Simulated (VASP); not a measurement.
Here is a VASP 6.6.1 calculation.

INCAR

```
SYSTEM = AlN
PREC = Accurate
ENCUT = 520
EDIFF = 1E-6
ISMEAR = 0
SIGMA = 0.01
LREAL = .FALSE.
LASPH = .TRUE.
NELM = 100
ALGO = Normal
ISIF = 2
LWAVE = .FALSE.
LCHARG = .TRUE.
GGA = PE
LELF = .TRUE.
LVHAR = .TRUE.
NBANDS = 16
```

File KPOINTS:

```
regular mesh
0
G
  9 9 4
  0 0 0
```

POSCAR

```
AlN
1.0
    2.7974251809      0.0000000000      0.0000000000
   -1.3987125904      2.4226412718      0.0000000000
    0.0000000000      0.0000000000      4.7834170387
Al N
2 2
Direct
    0.0000000000      0.0000000000      0.0000000000
    0.0000000000      0.0000000000      0.5000000000
    0.3333333333      0.6666666667      0.2500000000
    0.6666666667      0.3333333333      0.7500000000
```

Potentials or basis: VASP PAW PBE potentials, release 64 (Al, N).

Run with:

```sh
$ cat potpaw_PBE.64/Al/POTCAR potpaw_PBE.64/N/POTCAR > POTCAR
$ mpirun -np 1 vasp_std > vasp.out
```

(1) Estimate the band gap on the k mesh.

(2) Estimate the pressure.

## Answers

(1) 5.35 eV (least direct gap 5.71 eV).

(2) 16.5 GPa.

Caveat: the cell stands under pressure; an odd mesh through Γ misses points on the zone boundary, where band edges can lie.
